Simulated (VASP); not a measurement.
# SnO2 (P4_2/mnm) in VASP: dielectric tensor with r2SCAN

Aim: the dielectric tensor of SnO2 with r2SCAN.

Program: VASP 6.6.1. These are calculated values, not measurements. Logs are shortened: lines on timing, memory, paths and dates and some standing lists are left out, and cuts for length are marked.

## (1) The cell of the first run

It takes space group P4_2/mnm (No. 136, tetragonal). The conventional cell has a = 4.761 Å, b = 4.761 Å, c = 3.232 Å, α = 90.00°, β = 90.00°, γ = 90.00°. Sn (site symmetry mmm) has 6 O at 2.06 to 2.08 Å within 2.7 Å. Within 2.7 Å of O (site symmetry m2m) lie 3 Sn at 2.06 to 2.08 Å and 1 O at 2.61 Å.

## (2) Dielectric tensor, r2SCAN (uniaxial z strain +1.0%)

File INCAR:

```
ALGO     = Normal         # electronic algorithm
EDIFF    = 1E-8           # SCF threshold, eV
ENCUT    = 520            # plane-wave cutoff, eV
ISIF     = 2              # what is computed and relaxed
ISMEAR   = 0              # smearing method
LASPH    = T              # aspherical terms in the spheres
LCALCEPS = T            
LCHARG   = F              # write CHGCAR
LMIXTAU  = T            
LREAL    = F              # projectors in reciprocal space
LWAVE    = F              # write WAVECAR
METAGGA  = R2SCAN         # meta-GGA
NELM     = 100            # most SCF steps
PREC     = Accurate       # precision mode
SIGMA    = 0.01           # smearing width, eV
```

File KPOINTS:

```
k-points
0
Gamma
  4 4 6
```

File POSCAR:

```
SnO2
1.0
    4.7605737245      0.0000000000      0.0000000000
    0.0000000000      4.7605737245      0.0000000000
    0.0000000000      0.0000000000      3.2320810738
Sn O
2 4
Direct
    0.0000000000      0.0000000000      0.0000000000
    0.5000000000      0.5000000000      0.5000000000
    0.3063022198      0.3063022198      0.0000000000
    0.1936977802      0.8063022198      0.5000000000
    0.8063022198      0.1936977802      0.5000000000
    0.6936977802      0.6936977802      0.0000000000
```

Potentials or basis: VASP PAW PBE potentials, release 64 (Sn_d, O).

On the command line:

```bash
$ cat potpaw_PBE.64/Sn_d/POTCAR potpaw_PBE.64/O/POTCAR > POTCAR
$ mpirun -np 1 vasp_std > vasp.out
```

OUTCAR:

```text
EDIFF = 1E-8
   ENCUT = 520
   ISIF = 2
   ISMEAR = 0
   LASPH = T
   LREAL = F
   METAGGA = R2SCAN
   NELM = 100
   PREC = Accurate

 ion  position               nearest neighbor table
   1  0.000  0.000  0.000-   3 2.06   6 2.06   5 2.08   4 2.08   4 2.08   5 2.08   2 3.73   2 3.73
                             2 3.73   2 3.73   2 3.73   2 3.73   2 3.73   2 3.73
   2  0.500  0.500  0.500-   4 2.06   5 2.06   3 2.08   6 2.08   3 2.08   6 2.08   1 3.73   1 3.73
                             1 3.73   1 3.73   1 3.73   1 3.73   1 3.73   1 3.73
   3  0.306  0.306  0.000-   1 2.06   2 2.08   2 2.08
   4  0.194  0.806  0.500-   2 2.06   1 2.08   1 2.08
   5  0.806  0.194  0.500-   2 2.06   1 2.08   1 2.08
   6  0.694  0.694  0.000-   1 2.06   2 2.08   2 2.08

  LATTYP: Found a simple tetragonal cell.
 ALAT       =     4.7605737245
 C/A-ratio  =     0.6789267977

  Lattice vectors:

 A1 = (   4.7605737245,   0.0000000000,   0.0000000000)
 A2 = (   0.0000000000,   4.7605737245,   0.0000000000)
 A3 = (   0.0000000000,   0.0000000000,   3.2320810738)

Analysis of symmetry for initial positions (statically):
=====================================================================
 Subroutine PRICEL returns:
 Original cell was already a primitive cell.

 Routine SETGRP: Setting up the symmetry group for a
 simple tetragonal supercell.

 Subroutine GETGRP returns: Found 16 space group operations
 (whereof  8 operations were pure point group operations)
 out of a pool of 16 trial point group operations.

The static configuration has the point symmetry D_2h.
 The point group associated with its full space group is D_4h.

Analysis of symmetry for dynamics (positions and initial velocities):
=====================================================================
 Subroutine PRICEL returns:
 Original cell was already a primitive cell.

 Routine SETGRP: Setting up the symmetry group for a
 simple tetragonal supercell.

 Subroutine GETGRP returns: Found 16 space group operations
 (whereof  8 operations were pure point group operations)
 out of a pool of 16 trial point group operations.

The dynamic configuration has the point symmetry D_2h.
 The point group associated with its full space group is D_4h.

[... 164 lines left out ...]
 Fermi energy:         5.5151253203

 k-point     1 :       0.0000    0.0000    0.0000
  band No.  band energies     occupation
      1     -16.2666      2.00000
      2     -15.3623      2.00000
      3     -15.1059      2.00000
      4     -15.1059      2.00000
      5     -15.0844      2.00000
      6     -15.0557      2.00000
[... 805 lines left out ...]
     30   10000.0000      0.00000
     31   10000.0000      0.00000

------------------------ aborting loop because EDIFF is reached ----------------------------------------

            Ionic dipole moment: p[ion]=(   -33.32402   -33.32402   -42.01705 ) |e| Angst

 Total electronic dipole moment: p[elc]=(     4.76057     4.76057    -3.21885 ) |e| Angst

 MACROSCOPIC STATIC DIELECTRIC TENSOR (including local field effects)
 ------------------------------------------------------
           3.923982     0.000000     0.000000
           0.000000     3.923982     0.000000
           0.000000     0.000000     4.269753
 ------------------------------------------------------

 PIEZOELECTRIC TENSOR (including local field effects) (e Angst)
          XX          YY          ZZ          XY          YZ          ZX
  --------------------------------------------------------------------------------
  x     0.00000     0.00000     0.00000     0.00000     0.00000     0.00000
  y     0.00000     0.00000     0.00000     0.00000     0.00000     0.00000
  z     0.00000     0.00000     0.00000     0.00000     0.00000     0.00000

 PIEZOELECTRIC TENSOR (including local field effects) (C/m^2)
          XX          YY          ZZ          XY          YZ          ZX
  --------------------------------------------------------------------------------
  x     0.00000     0.00000     0.00000     0.00000     0.00000     0.00000
  y     0.00000     0.00000     0.00000     0.00000     0.00000     0.00000
  z     0.00000     0.00000     0.00000     0.00000     0.00000     0.00000

 BORN EFFECTIVE CHARGES (including local field effects) (in |e|, cummulative output)
 ---------------------------------------------------------------------------------
 ion    1
    1     4.08156     0.39549     0.00000
    2     0.39549     4.08156     0.00000
    3     0.00000     0.00000     4.47515
 ion    2
    1     4.08156    -0.39549     0.00000
    2    -0.39549     4.08156     0.00000
    3     0.00000     0.00000     4.47515
 ion    3
    1    -2.04078    -0.66431     0.00000
    2    -0.66431    -2.04078     0.00000
    3     0.00000     0.00000    -2.23758
 ion    4
    1    -2.04078     0.66431     0.00000
    2     0.66431    -2.04078     0.00000
    3     0.00000     0.00000    -2.23758
 ion    5
    1    -2.04078     0.66431     0.00000
    2     0.66431    -2.04078     0.00000
    3     0.00000     0.00000    -2.23758
 ion    6
    1    -2.04078    -0.66431     0.00000
    2    -0.66431    -2.04078     0.00000
    3     0.00000     0.00000    -2.23758

  FORCE on cell =-STRESS in cart. coord.  units (eV):
  Direction    XX          YY          ZZ          XY          YZ          ZX
  --------------------------------------------------------------------------------------
  -------------------------------------------------------------------------------------
  Total       -0.2836963     -0.2836963     -1.3096344      0.0000000      0.0000000      0.0000000
  in kB       -6.2053100     -6.2053100    -28.6457246      0.0000000      0.0000000      0.0000000
  external PRESSURE =     -13.6854482 kB  Pullay stress =       0.0000000 kB

 VOLUME and BASIS-vectors are now :
 -----------------------------------------------------------------------------
  energy-cutoff  :      520.00
  volume of cell :       73.25
      direct lattice vectors                 reciprocal lattice vectors
     4.760573725  0.000000000  0.000000000     0.210058715  0.000000000  0.000000000
     0.000000000  4.760573725  0.000000000     0.000000000  0.210058715  0.000000000
     0.000000000  0.000000000  3.232081074     0.000000000  0.000000000  0.309398179

 POSITION                                       TOTAL-FORCE (eV/Angst)
 -----------------------------------------------------------------------------------
      0.00000      0.00000      0.00000        -0.000000      0.000000      0.000000
      2.38029      2.38029      1.61604        -0.000000      0.000000      0.000000
      1.45817      1.45817      0.00000        -0.016168     -0.016168      0.000000
      0.92211      3.83846      1.61604         0.016168     -0.016168      0.000000
      3.83846      0.92211      1.61604        -0.016168      0.016168      0.000000
      3.30240      3.30240      0.00000         0.016168      0.016168      0.000000
 -----------------------------------------------------------------------------------
    total drift:                                0.000000      0.000000     -0.000000

  FREE ENERGIE OF THE ION-ELECTRON SYSTEM (eV)
  ---------------------------------------------------
  free  energy   TOTEN  =       -84.5943597561 eV

  energy  without entropy=      -84.5943597561  energy(sigma->0) =      -84.59435976
```

It took 82 min on 1 thread of Oxide Virtual Turin-like, shared host; peak memory 0.41 GiB.

What came out:

* Band gap on the k mesh: 1.65 eV
* Electronic dielectric tensor (diagonal): 3.92, 3.92, 4.27
* Born charges (mean of the diagonal): Sn +4.21; O -2.11 e

Levels at points of the mesh, in eV from the valence-band top:
```
           k point  band 22  band 23  band 24  band 25  band 26  band 27  band 28  band 29  band 30  band 31
(0.00, 0.00, 0.00)    -1.24    -1.24    -0.75    -0.75     0.00     1.65     6.61     6.93     6.93    11.10
(0.50, 0.00, 0.00)    -1.94    -1.19    -1.19    -0.61    -0.61     4.88     4.88     7.66     7.66    11.82
(0.50, 0.50, 0.00)    -1.94    -1.32    -1.32    -0.89    -0.89     5.28     5.28     8.09     8.09    11.86
(0.00, 0.00, 0.50)    -2.56    -1.64    -1.64    -1.25    -1.25     6.74     6.74    10.48    10.48    11.36
(0.50, 0.00, 0.50)    -1.71    -1.08    -1.08    -0.67    -0.67     7.03     7.03     8.81     8.81    11.74
(0.50, 0.50, 0.50)    -2.32    -0.94    -0.94    -0.82    -0.82     5.44     5.44     9.59     9.59    11.72
```

Electronic dielectric tensor:
```
3.92 0.00 0.00
0.00 3.92 0.00
0.00 0.00 4.27
```

Born effective charge tensors (e):
atom 1, Sn
```
4.08 0.40 0.00
0.40 4.08 0.00
0.00 0.00 4.48
```
atom 2, Sn
```
 4.08 -0.40  0.00
-0.40  4.08  0.00
 0.00  0.00  4.48
```
atom 3, O
```
-2.04 -0.66  0.00
-0.66 -2.04  0.00
 0.00  0.00 -2.24
```
atom 4, O
```
-2.04  0.66  0.00
 0.66 -2.04  0.00
 0.00  0.00 -2.24
```
atom 5, O
```
-2.04  0.66  0.00
 0.66 -2.04  0.00
 0.00  0.00 -2.24
```
atom 6, O
```
-2.04 -0.66  0.00
-0.66 -2.04  0.00
 0.00  0.00 -2.24
```

Dipole moments of the cell (e·Å, modulo the quantum): ionic -33.324, -33.324, -42.017; electronic 4.761, 4.761, -3.219

Caveat: the cell differs from its parent crystal (uniaxial z strain +1.0%); the structure was generated, so it needn't be the stable form of SnO2; the PAW data sets were made with another functional, which shifts forces and pressure a little; spin-orbit coupling is left out, which moves the levels of the heavy elements.
